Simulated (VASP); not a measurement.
A run of VASP 6.6.1 is set up as follows.

File POSCAR:

```
In
1.0
    0.0000000000      3.1124791717      3.1124791717
    3.1124791717      0.0000000000      3.1124791717
    3.1124791717      3.1124791717      0.0000000000
In
2
Direct
    0.5000000000      0.5000000000      0.5000000000
    0.7500000000      0.7500000000      0.7500000000
```

The input INCAR.step1:

```
PREC = Accurate ; ENCUT = 520
ISMEAR = 0 ; SIGMA = 0.1
LREAL = F ; LASPH = T
NELM = 100 ; NBANDS = 20
GGA = PE ; ALGO = Normal
EDIFF = 1E-4 ; LWAVE = T
LCHARG = F
```

File INCAR.step2:

```
PREC = Accurate ; ENCUT = 520
EDIFF = 1E-6 ; ISMEAR = 0
SIGMA = 0.1 ; LREAL = F
LASPH = T ; NELM = 100
ALGO = Normal ; ISIF = 2
LWAVE = F ; LCHARG = F
METAGGA = R2SCAN ; LMIXTAU = T
NBANDS = 20 ; ISTART = 1
```

Contents of KPOINTS:

```
Automatic mesh
0
Gamma
  6 6 6
```

Potentials or basis: VASP PAW PBE potentials, release 64 (In_d).

Launch:

```sh
$ cat potpaw_PBE.64/In_d/POTCAR > POTCAR
$ cp INCAR.step1 INCAR
$ mpirun -np 1 vasp_std > vasp.out
$ cp INCAR.step2 INCAR
$ mpirun -np 1 vasp_std > vasp.out
```

(1) What does it give for the pressure?

(2) Estimate the band gap on the k mesh.

Answers

(1) 7.9 GPa.

(2) zero (bands 13 and 14 overlap by 4.47 eV).

Caveat: the cell stands under pressure; the PAW data sets were made with another functional, which shifts forces and pressure a little; spin-orbit coupling is left out, which moves the levels of the heavy elements.
